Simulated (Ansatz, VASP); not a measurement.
**TiH in VASP and in Ansatz**

```
CELL_PARAMETERS angstrom
0.00000 2.08970 2.08970
2.08970 0.00000 2.08970
2.08970 2.08970 0.00000
ATOMIC_POSITIONS crystal
Ti 0.97607 0.97607 0.02393
H 0.50000 0.50000 0.50000
```

Change from the starting cell: all Ti atoms moved -0.100 Å, as atom 1 along Cartesian [0 0 1].

Alike in both runs: task single point; functional r2SCAN; k mesh 20 × 20 × 20; occupations gaussian, width 0.15 eV; no spin polarisation.

|  | VASP | Ansatz |
| --- | --- | --- |
| version | VASP 6.6.1 | Ansatz 0.2.0 |
| potentials or method | VASP PAW PBE potentials, release 64 (Ti_sv, H), cutoff 520 eV | scalar-relativistic, plane waves, PAW |
| valence electrons in the cell | 13 | 13 |

```csv
,VASP,Ansatz,Ansatz less VASP
gap on the k mesh at the Fermi level (eV),none,none,-
pressure (GPa),0.3,-0.2,-0.56
"traceless stress, the component that is largest in VASP (GPa)",1.57,1.55,-0.018
rms of the force components (eV/Å),0.197,0.195,-0.0024
```

VASP's potentials were made for PBE, not for r2SCAN. Atom by atom the forces differ by 0.002 eV/Å (rms over components). A gap of «none» marks a metal or a gap that the smearing closes.
